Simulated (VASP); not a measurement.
# GaN (Pmc2_1) in VASP: notebook

GaN is run at these levels: LDA; tasks: single point.

All numbers are computed with VASP 6.6.1; they aren't measurements. Logs are shortened: lines on timing, memory, paths and dates and some standing lists are left out, and cuts for length are marked.

### 1 The cell of the first run

Symmetry: Pmc2_1, No. 26, orthorhombic system. The conventional cell has a = 3.152 Å, b = 5.459 Å, c = 5.138 Å, α = 90.00°, β = 90.00°, γ = 90.00°. Ga (site symmetry m) has 4 N at 1.84 to 1.99 Å within 2.4 Å. Ga (site symmetry m) has 4 N at 1.81 to 1.98 Å within 2.4 Å. N (site symmetry m) has 4 Ga at 1.84 to 1.99 Å within 2.4 Å. N (site symmetry m) has 4 Ga at 1.81 to 1.95 Å within 2.4 Å.

### 2 Single point, LDA (mode 11 frozen in at -0.030 Å and mode 13 at -0.091 Å (largest displacements))

INCAR reads:

```
SYSTEM = GaN
  PREC = Accurate
  ENCUT = 520
  EDIFF = 1E-6
  ISMEAR = 0
  SIGMA = 0.05
  LREAL = .FALSE.
  LASPH = .TRUE.
  NELM = 100
  ALGO = Normal
  ISIF = 2
  LWAVE = .FALSE.
  LCHARG = .FALSE.
  NBANDS = 46
```

KPOINTS reads:

```
regular mesh
0
G
  8 6 6
  0 0 0
```

POSCAR reads:

```
GaN
1.0
   -3.1515767111      0.0000000000      0.0000000000
    0.0000000000      0.0000000000     -5.1382481593
    0.0000000000     -5.4586909876      0.0000000000
Ga N
4 4
Direct
    0.5000000000     -0.0007917228      0.1718886548
    0.0000000000     -0.0049215937      0.6614508682
    0.0000000000      0.4950784063      0.3385491318
    0.5000000000      0.4992082772      0.8281113452
    0.5000000000      0.6410508207      0.1674407463
    0.0000000000      0.6429672830      0.6659306523
    0.0000000000      0.1429672830      0.3340693477
    0.5000000000      0.1410508207      0.8325592537
```

Potentials or basis: VASP PAW LDA potentials, release 64 (Ga_d, N).

Started as:

```
> cat potpaw_LDA.64/Ga_d/POTCAR potpaw_LDA.64/N/POTCAR > POTCAR
> mpirun -np 1 vasp_std > vasp.out
```

OUTCAR:

```text
SYSTEM = GaN
   PREC = Accurate
   ENCUT = 520
   EDIFF = 1E-6
   ISMEAR = 0
   LREAL = .FALSE.
   LASPH = .TRUE.
   NELM = 100
   ISIF = 2

 ion  position               nearest neighbor table
   1  0.500  0.999  0.172-   5 1.84   7 1.95   7 1.95   8 1.99
   2  0.000  0.995  0.661-   6 1.81   7 1.94   8 1.98   8 1.98
   3  0.000  0.495  0.339-   7 1.81   6 1.94   5 1.98   5 1.98
   4  0.500  0.499  0.828-   8 1.84   6 1.95   6 1.95   5 1.99
   5  0.500  0.641  0.167-   1 1.84   3 1.98   3 1.98   4 1.99
   6  0.000  0.643  0.666-   2 1.81   3 1.94   4 1.95   4 1.95
   7  0.000  0.143  0.334-   3 1.81   2 1.94   1 1.95   1 1.95
   8  0.500  0.141  0.833-   4 1.84   2 1.98   2 1.98   1 1.99

  LATTYP: Found a simple orthorhombic cell.
 ALAT       =     3.1515767111
 B/A-ratio  =     1.6303738193
 C/A-ratio  =     1.7320508076

  Lattice vectors:

 A1 = (  -3.1515767111,   0.0000000000,   0.0000000000)
 A2 = (   0.0000000000,   0.0000000000,  -5.1382481593)
 A3 = (   0.0000000000,  -5.4586909876,   0.0000000000)

Analysis of symmetry for initial positions (statically):
=====================================================================
 Subroutine PRICEL returns:
 Original cell was already a primitive cell.

 Routine SETGRP: Setting up the symmetry group for a
 simple orthorhombic supercell.

 Subroutine GETGRP returns: Found  4 space group operations
 (whereof  2 operations were pure point group operations)
 out of a pool of  8 trial point group operations.

The static configuration has the point symmetry C_1h.
 The point group associated with its full space group is C_2v.

Analysis of symmetry for dynamics (positions and initial velocities):
=====================================================================
 Subroutine PRICEL returns:
 Original cell was already a primitive cell.

 Routine SETGRP: Setting up the symmetry group for a
 simple orthorhombic supercell.

 Subroutine GETGRP returns: Found  4 space group operations
 (whereof  2 operations were pure point group operations)
 out of a pool of  8 trial point group operations.

The dynamic configuration has the point symmetry C_1h.
 The point group associated with its full space group is C_2v.

 Subroutine INISYM returns: Found  4 space group operations
 (whereof  2 operations are pure point group operations),
 and found     1 'primitive' translations

----------------------------------------------------------------------------------------

                                     Primitive cell

  volume of cell :      88.3958

  direct lattice vectors                    reciprocal lattice vectors
    -3.151576711  0.000000000  0.000000000    -0.317301494  0.000000000  0.000000000
     0.000000000  0.000000000 -5.138248159     0.000000000  0.000000000 -0.194618860
     0.000000000 -5.458690988  0.000000000     0.000000000 -0.183194103  0.000000000

  length of vectors
     3.151576711  5.138248159  5.458690988     0.317301494  0.194618860  0.183194103

  position of ions in fractional coordinates (direct lattice)
     0.500000000  0.999208277  0.171888655
     0.000000000  0.995078406  0.661450868
     0.000000000  0.495078406  0.338549132
     0.500000000  0.499208277  0.828111345
     0.500000000  0.641050821  0.167440746
     0.000000000  0.642967283  0.665930652
     0.000000000  0.142967283  0.334069348
     0.500000000  0.141050821  0.832559254

  ion indices of the primitive-cell ions
   primitive index   ion index
                 1           1
                 2           2
                 3           3
                 4           4
                 5           5
                 6           6
                 7           7
                 8           8

----------------------------------------------------------------------------------------

 KPOINTS: regular mesh

Automatic generation of k-mesh.
 Grid dimensions read from file:
 generate k-points for:    8    6    6

 Generating k-lattice:

  Cartesian coordinates                     Fractional coordinates (reciprocal lattice)
    -0.039662687  0.000000000  0.000000000     0.125000000  0.000000000  0.000000000
     0.000000000  0.000000000 -0.032436477     0.000000000  0.166666667  0.000000000
     0.000000000 -0.030532351  0.000000000     0.000000000  0.000000000  0.166666667

  Length of vectors
     0.039662687  0.032436477  0.030532351

  Shift w.r.t. Gamma in fractional coordinates (k-lattice)
     0.000000000  0.000000000  0.000000000

 Subroutine IBZKPT returns following result:
 ===========================================

 Found     80 irreducible k-points:

 Following reciprocal coordinates:
            Coordinates               Weight
  0.000000  0.000000  0.000000      1.000000
  0.125000  0.000000  0.000000      2.000000
  0.250000  0.000000  0.000000      2.000000
  0.375000  0.000000  0.000000      2.000000
  0.500000  0.000000  0.000000      1.000000
  0.000000  0.166667  0.000000      2.000000
[... 16 lines left out ...]
  0.250000  0.000000  0.166667      4.000000
  0.375000  0.000000  0.166667      4.000000
 [... further k-points ...]
   k-points           NKPTS =     80   k-points in BZ     NKDIM =     80   number of bands    NBANDS=     46
   number of dos      NEDOS =    301   number of ions     NIONS =      8
   total plane-waves  NPLWV =  40320
   dimension x,y,z NGX =    24 NGY =   40 NGZ =   42
   dimension x,y,z NGXF=    48 NGYF=   80 NGZF=   84
   ions per type =               4   4
   NGX,Y,Z   is equivalent  to a cutoff of  12.66, 12.94, 12.79 a.u.
   NGXF,Y,Z  is equivalent  to a cutoff of  25.32, 25.88, 25.58 a.u.
 SYSTEM =  GaN
   PREC   = accura    normal or accurate (medium, high low for compatibility)
   ISTART =      0    job   : 0-new  1-cont  2-samecut
   ICHARG =      2    charge: 1-file 2-atom 10-const
   ISPIN  =      1    spin polarized calculation?
   LNONCOLLINEAR =      F non collinear calculations
   LSORBIT =      F    spin-orbit coupling
   LASPH  =      T    aspherical Exc in radial PAW
   ENCUT  =  520.0 eV  38.22 Ry    6.18 a.u.   5.86  9.55 10.15*2*pi/ulx,y,z
   NELM   =    100;   NELMIN=  2; NELMDL= -5     # of ELM steps
   EDIFF  = 0.1E-05   stopping-criterion for ELM
   LREAL  =      F    real-space projection
   EDIFFG = 0.1E-04   stopping-criterion for IOM
   NSW    =      0    number of steps for IOM
   IBRION =     -1    ionic relax: 0-MD 1-quasi-New 2-CG
   NFREE  =      0    steps in history (QN), initial steepest desc. (CG)
   ISIF   =      2    stress and relaxation
   ISYM   =      2    0-nonsym 1-usesym 2-fastsym
   POTIM  = 0.5000    time-step for ionic-motion
   TEBEG  =    0.0;   TEEND  =   0.0 temperature during run
   PSTRESS=    0.0 pullay stress
   NELECT =      72.0000    total number of electrons
   NUPDOWN=      -1.0000    fix difference up-down
   EMIN   =  10.00;   EMAX   =-10.00  energy-range for DOS
   EFERMI =   0.00;   METHOD = LEGACY
   ISMEAR =     0;   SIGMA  =   0.05  broadening in eV -4-tet -1-fermi 0-gaus
   EFERMI_NEDOS =   21; number of points for ismear=-14 and -15
   IALGO  =     38    algorithm
   IMIX   =      4    mixing-type and parameters
     AMIX     =   0.40;   BMIX     =  1.00
     AMIX_MAG =   1.60;   BMIX_MAG =  1.00
  volume/ion in A,a.u.               =      11.05        74.57
  Fermi-wavevector in a.u.,A,eV,Ry     =   1.528886  2.889176 31.803525  2.337493
  Thomas-Fermi vector in A             =   2.636583
   LORBIT       =      0    0 simple, 1 ext, 2 COOP (PROOUT), +10 PAW based schemes
   GGA     = CA    functional components
   LHFCALC =     F    Hartree Fock is set to
   AEXX    =    0.0000 exact exchange contribution
   IVDW    =     0    specifies the selected vdW correction
   LEPSILON=     F    determine dielectric tensor
   LRPA    =     F    only Hartree local field effects (RPA)
 non-spin polarized calculation
 Gauss-broadening in eV      SIGMA  =   0.05
  energy-cutoff  :      520.00
  volume of cell :       88.40
 maximum number of plane-waves:      2408
 NGX is ok and might be reduce to    24
   NGX = 11   NGY = 19   NGZ = 21

 number of electron      71.9999985 magnetization

 Free energy of the ion-electron system (eV)
  ---------------------------------------------------
  ext. energy  EPLUGINS =         0.00000000
  ---------------------------------------------------
  free energy    TOTEN  =       -55.40503408 eV

  energy without entropy =      -55.40503408  energy(sigma->0) =      -55.40503408

 E-fermi :   5.7663     XC(G=0): -12.3005

 val. band max:        5.5635600426   @ k =   0.0000   0.0000   0.0000
 cond. band min:       7.5640939564   @ k =   0.0000   0.0000   0.0000
 fundamental gap:      2.0005339138
 Fermi energy:         5.7662520224

 k-point     1 :       0.0000    0.0000    0.0000
  band No.  band energies     occupation
      1     -10.7824      2.00000
      2      -9.9206      2.00000
      3      -9.5893      2.00000
      4      -9.5592      2.00000
      5      -8.2083      2.00000
      6      -8.1390      2.00000
[... 38 lines left out ...]
     45      15.3648      0.00000
     46      15.3667      0.00000

 k-point     2 :       0.1250    0.0000    0.0000
  band No.  band energies     occupation
      1     -10.6680      2.00000
      2      -9.8895      2.00000
      3      -9.5653      2.00000
      4      -9.5604      2.00000
      5      -8.1924      2.00000
      6      -8.1394      2.00000
[... 38 lines left out ...]
     45      15.1018      0.00000
     46      15.6544      0.00000

 k-point     3 :       0.2500    0.0000    0.0000
  band No.  band energies     occupation
      1     -10.3819      2.00000
      2      -9.8214      2.00000
      3      -9.5677      2.00000
      4      -9.5138      2.00000
      5      -8.1748      2.00000
      6      -8.1586      2.00000
[... 1018 lines left out ...]
     45      15.1380      0.00000
     46      15.7392      0.00000

 k-point    24 :       0.3750    0.0000    0.1667
  band No.  band energies     occupation
      1     -10.0735      2.00000
      2      -9.7685      2.00000
      3      -9.5933      2.00000
      4      -9.4678      2.00000
      5      -8.1693      2.00000
      6      -8.1189      2.00000
[... 38 lines left out ...]
     45      15.1382      0.00000
     46      15.2944      0.00000

 [... further k-points ...]

------------------------ aborting loop because EDIFF is reached ----------------------------------------

  FORCE on cell =-STRESS in cart. coord.  units (eV):
  Direction    XX          YY          ZZ          XY          YZ          ZX
  --------------------------------------------------------------------------------------
  -------------------------------------------------------------------------------------
  Total       -1.7016230     -1.7187018      7.8542146      0.0000000      0.0000000      0.0000000
  in kB      -30.8419949    -31.1515482    142.3580008      0.0000000      0.0000000      0.0000000
  external PRESSURE =      26.7881526 kB  Pullay stress =       0.0000000 kB

 VOLUME and BASIS-vectors are now :
 -----------------------------------------------------------------------------
  energy-cutoff  :      520.00
  volume of cell :       88.40
      direct lattice vectors                 reciprocal lattice vectors
    -3.151576711  0.000000000  0.000000000    -0.317301494  0.000000000  0.000000000
     0.000000000  0.000000000 -5.138248159     0.000000000  0.000000000 -0.194618860
     0.000000000 -5.458690988  0.000000000     0.000000000 -0.183194103  0.000000000

 POSITION                                       TOTAL-FORCE (eV/Angst)
 -----------------------------------------------------------------------------------
     -1.57579     -0.93829     -5.13418         0.000000      0.633471     -1.425441
      0.00000     -3.61066     -5.11296         0.000000     -0.643632     -2.260323
      0.00000     -1.84804     -2.54384         0.000000      0.643632     -2.260323
     -1.57579     -4.52040     -2.56506         0.000000     -0.633471     -1.425441
     -1.57579     -0.91401     -3.29388         0.000000     -0.012465      1.662628
      0.00000     -3.63511     -3.30373         0.000000     -0.019541      2.023137
      0.00000     -1.82358     -0.73460         0.000000      0.019541      2.023137
     -1.57579     -4.54468     -0.72475         0.000000      0.012465      1.662628
 -----------------------------------------------------------------------------------
    total drift:                               -0.000000     -0.000008     -0.003990

  FREE ENERGIE OF THE ION-ELECTRON SYSTEM (eV)
  ---------------------------------------------------
  free  energy   TOTEN  =       -55.4050340810 eV

  energy  without entropy=      -55.4050340810  energy(sigma->0) =      -55.40503408
```

Wall time 6.3 min (1 thread of Oxide Virtual Turin-like, shared host); peak memory 0.3 GiB.

Results:

| Quantity | Value |
| --- | --- |
| Free energy | -55.4050 eV |
| Pressure | 2.7 GPa |
| Largest force | 2.350 eV/Å |
| Band gap on the k mesh | 2.00 eV |

Forces on the atoms (eV/Å):
```
Ga   0.000  0.633 -1.425
Ga   0.000 -0.644 -2.260
Ga   0.000  0.644 -2.260
Ga   0.000 -0.633 -1.425
N    0.000 -0.012  1.663
N    0.000 -0.020  2.023
N    0.000  0.020  2.023
N    0.000  0.012  1.663
```

Caveat: the cell differs from its parent crystal (mode 11 frozen in at -0.030 Å and mode 13 at -0.091 Å (largest displacements)); forces of over 1 eV/Å act on the atoms, so gaps and moduli don't describe the material at rest.

(Part 1 of 2 ends here.)
